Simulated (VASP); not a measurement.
Input of a VASP 6.6.1 run:

POSCAR

```
Li
1.0
   -1.7381176889      1.7381176889      1.7381176889
    1.7381176889     -1.7381176889      1.7381176889
    1.7381176889      1.7381176889     -1.7381176889
Li
1
Direct
    0.0000000000      0.0000000000      0.0000000000
```

Contents of INCAR.step1:

```
PREC = Accurate
ENCUT = 520
ISMEAR = 0
SIGMA = 0.1
LREAL = False
LASPH = True
NELM = 100
NBANDS = 8
GGA = PE
ALGO = Normal
EDIFF = 1E-4
LWAVE = True
LCHARG = False
```

File INCAR.step2:

```
PREC = Accurate
ENCUT = 520
EDIFF = 1E-6
ISMEAR = 0
SIGMA = 0.1
LREAL = False
LASPH = True
NELM = 100
ALGO = Normal
ISIF = 2
LWAVE = False
LCHARG = False
METAGGA = R2SCAN
LMIXTAU = True
NBANDS = 8
ISTART = 1
```

Contents of KPOINTS:

```
Automatic mesh
0
Gamma
  16 16 16
```

Potentials or basis: VASP PAW PBE potentials, release 64 (Li_sv).

The run is started by

```bash
$ cat potpaw_PBE.64/Li_sv/POTCAR > POTCAR
$ cp INCAR.step1 INCAR
$ mpirun -np 1 vasp_std > vasp.out
$ cp INCAR.step2 INCAR
$ mpirun -np 1 vasp_std > vasp.out
```

Question: Estimate the band gap on the k mesh.

Answer: Zero (an odd number of electrons rules out a gap without spin polarisation).
